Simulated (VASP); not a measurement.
A run of VASP 6.6.1 is set up as follows.

The input INCAR:

```
SYSTEM = MnSi6
ALGO = Normal
EDIFF = 1E-7
ENCUT = 520
GGA = PE
ISIF = 2
ISMEAR = 0
ISPIN = 2
LASPH = .TRUE.
LCHARG = .TRUE.
LELF = .TRUE.
LMAXMIX = 4
LORBIT = 11
LREAL = .FALSE.
LVHAR = .TRUE.
LWAVE = .FALSE.
MAGMOM = 4 0 0 0 0 0 0
NBANDS = 32
NELM = 150
PREC = Accurate
SIGMA = 0.1
```

File KPOINTS:

```
k-points
0
G
  4 4 4
  0 0 0
```

The input POSCAR:

```
MnSi6
1.0
    5.7693144859      0.0000000000      0.0000000000
    0.0000000000      5.7693144859      0.0000000000
    0.0000000000      0.0000000000      5.7693144859
Mn Si
1 6
Direct
    0.0000000000      0.0000000000      0.0000000000
    0.1995898737      0.5000000000      0.5000000000
    0.5000000000      0.1995898737      0.5000000000
    0.8004101263      0.5000000000      0.5000000000
    0.5000000000      0.8004101263      0.5000000000
    0.5000000000      0.5000000000      0.1995898737
    0.5000000000      0.5000000000      0.8004101263
```

Potentials or basis: VASP PAW PBE potentials, release 64 (Mn_pv, Si).

Command:

```console
$ cat potpaw_PBE.64/Mn_pv/POTCAR potpaw_PBE.64/Si/POTCAR > POTCAR
$ mpirun -np 1 vasp_std > vasp.out
```

(1) Predict the largest force.

(2) What does it give for the site moments?

(3) What does it give for the net moment?

## Answers

(1) 0.012 eV/Å.

(2) Mn +4.58; Si -0.00 μB.

(3) 4.83 μB per cell.
